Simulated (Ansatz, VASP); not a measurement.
NiO2: VASP beside Ansatz

```xyz
3
Lattice="2.8028 0.0000 0.0000 -1.4014 2.4273 0.0000 0.0000 0.0000 4.9060" Properties=species:S:1:pos:R:3 pbc="T T T"
Ni    0.0000    0.0000    2.4530
O     1.4014    0.8091    3.1270
O     0.0000    1.6182    1.7790
```

Alike in both runs: task single point; functional PBEsol; k mesh 12 × 12 × 6; occupations gaussian, width 0.05 eV; no spin polarisation.

|  | VASP | Ansatz |
| --- | --- | --- |
| version | VASP 6.6.1 | Ansatz 0.2.0 |
| potentials or method | VASP PAW PBE potentials, release 64 (Ni, O), cutoff 520 eV | scalar-relativistic, plane waves, PAW |
| valence electrons in the cell | 22 | 30 |

VASP gave:

```
gap on the k mesh at the Fermi level (eV) : 0.78
least direct gap on the mesh (eV)         : 1.23
rms of the force components (eV/Å)        : 2.621
```

Question: Which values does Ansatz return?

Answer: gap on the k mesh at the Fermi level (eV): 0.81; least direct gap on the mesh (eV): 1.28; rms of the force components (eV/Å): 2.608.

VASP's potentials were made for PBE, not for PBEsol. Atom by atom the forces differ by 0.013 eV/Å (rms over components). VASP's potentials hold 22 valence electrons a cell and Ansatz's 30, so a difference there can come from the potentials and not from the codes.
